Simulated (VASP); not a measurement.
Crystal: Be.

```
CELL_PARAMETERS angstrom
2.28530 0.00000 0.00000
-1.14265 1.97913 0.00000
0.00000 0.00000 3.58420
ATOMIC_POSITIONS crystal
Be 0.33333 0.66667 0.25000
Be 0.66667 0.33333 0.75000
```

Base run:

```yaml
Program: VASP 6.6.1
Functional: PBEsol
Dispersion: D3(BJ)
Potentials_or_basis: VASP PAW PBE potentials, release 64 (Be)
Cutoff: 600 eV
k_mesh: 9 × 9 × 5
Occupations: fermi-dirac, width 0.1 eV
Spin: no spin polarisation
```

Its results: band gap on the k mesh zero (bands 2 and 3 overlap by 2.11 eV); pressure -8.9 GPa.

Task: The run is repeated on the same cell with these changes: dispersion from D3(BJ) to none. What comes out?

Result: Band gap on the k mesh zero (bands 2 and 3 overlap by 2.11 eV); pressure -3.7 GPa.

Dispersion adds attraction, which lowers the pressure at fixed volume and, as a term added to the energy, leaves the levels alone.

Caveats: the cell stands under tension; the PAW data sets were made with another functional, which shifts forces and pressure a little.
